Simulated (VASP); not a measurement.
Wanted: the native input for a VASP 6.6.1 run.

```yaml
Task: single point
Functional: PBE
Potentials_or_basis: VASP PAW PBE potentials, release 64 (Fe)
Cutoff: 520 eV
k_mesh: 15 × 8 × 15
Occupations: fermi-dirac, width 0.1 eV
Spin: collinear spin, ferromagnetic start
Starting_moments: "[4.0, 4.0] μB"
Dipole_correction: no
Further_INCAR_settings: ALGO = Normal; EDIFF = 1e-06; NBANDS = 19; ISYM = 0
```

The structure of Fe lies in POSCAR:

```
Fe
1.0
    0.0000000000      1.7340000000      1.7340000000
    3.4680000000      0.0000000000      3.4680000000
    1.7340000000      1.7340000000      0.0000000000
Fe
2
Direct
    0.0000000000      0.0000000000      0.0000000000
    0.0000000000      0.5000000000      0.0000000000
```

This isn't the form of Fe at room conditions, which is bcc.

These files were run (other wordings do the same):

INCAR

```
PREC = Accurate
ENCUT = 520
EDIFF = 1E-6
ISMEAR = -1
SIGMA = 0.1
LREAL = False
LASPH = True
NELM = 150
ALGO = Normal
ISIF = 2
LWAVE = False
LCHARG = False
ISPIN = 2
MAGMOM = 4 4
LORBIT = 11
LMAXMIX = 4
GGA = PE
NBANDS = 19
ISYM = 0
```

KPOINTS

```
regular mesh
0
Gamma
  15 8 15
```

Potentials or basis: VASP PAW PBE potentials, release 64 (Fe).

Launch:

```bash
$ cat potpaw_PBE.64/Fe/POTCAR > POTCAR
$ mpirun -np 1 vasp_std > vasp.out
```

It gave:

```json
{
  "Pressure": "2.5 GPa",
  "Net moment": "1.94 μB per cell",
  "Site moments": "Fe +0.96 μB",
  "Valence electrons inside the program's atomic spheres": "Fe 7.46"
}
```

It took 9.2 min on 1 thread of Oxide Virtual Turin-like Processor, on a shared host, peak memory 0.52 GiB.
